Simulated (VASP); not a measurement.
Here is a VASP 6.6.1 calculation.

Contents of POSCAR:

```
Al
1.0
   -1.5912186900      1.5912186900      1.5912186900
    1.5912186900     -1.5912186900      1.5912186900
    1.5912186900      1.5912186900     -1.5912186900
Al
1
Direct
    0.0000000000      0.0000000000      0.0000000000
```

INCAR.step1

```
SYSTEM = Al
PREC     = Accurate       ! precision mode
ENCUT    = 550            ! plane-wave cutoff, eV
ISMEAR   = -1             ! smearing method
SIGMA    = 0.15           ! smearing width, eV
LREAL    = .FALSE.        ! projectors in reciprocal space
LASPH    = .TRUE.         ! aspherical terms in the spheres
NELM     = 120            ! most SCF steps
NBANDS   = 8              ! bands
GGA      = PE             ! functional
ALGO     = Normal         ! electronic algorithm
EDIFF    = 1E-5           ! SCF threshold, eV
LWAVE    = .TRUE.         ! write WAVECAR
LCHARG   = .FALSE.        ! write CHGCAR
GGA_COMPAT= .FALSE.
```

File INCAR.step2:

```
SYSTEM = Al
PREC     = Accurate       ! precision mode
ENCUT    = 550            ! plane-wave cutoff, eV
EDIFF    = 1E-6           ! SCF threshold, eV
ISMEAR   = -1             ! smearing method
SIGMA    = 0.15           ! smearing width, eV
LREAL    = .FALSE.        ! projectors in reciprocal space
LASPH    = .TRUE.         ! aspherical terms in the spheres
NELM     = 120            ! most SCF steps
ALGO     = Normal         ! electronic algorithm
ISIF     = 2              ! what is computed and relaxed
LWAVE    = .FALSE.        ! write WAVECAR
LCHARG   = .FALSE.        ! write CHGCAR
METAGGA  = R2SCAN         ! meta-GGA
LMIXTAU  = .TRUE.       
NBANDS   = 8              ! bands
ISTART   = 1            
GGA_COMPAT= .FALSE.
```

File KPOINTS:

```
Automatic mesh
0
G
  12 12 12
  0 0 0
```

Potentials or basis: VASP PAW PBE potentials, release 64 (Al).

The run is started by

```console
$ cat potpaw_PBE.64/Al/POTCAR > POTCAR
$ cp INCAR.step1 INCAR
$ mpirun -np 1 vasp_std > vasp.out
$ cp INCAR.step2 INCAR
$ mpirun -np 1 vasp_std > vasp.out
```

(1) Estimate the band gap on the k mesh.

(2) Predict the pressure.

Answers

(1) zero (an odd number of electrons rules out a gap without spin polarisation).

(2) 0.2 GPa.

Caveat: the PAW data sets were made with another functional, which shifts forces and pressure a little.
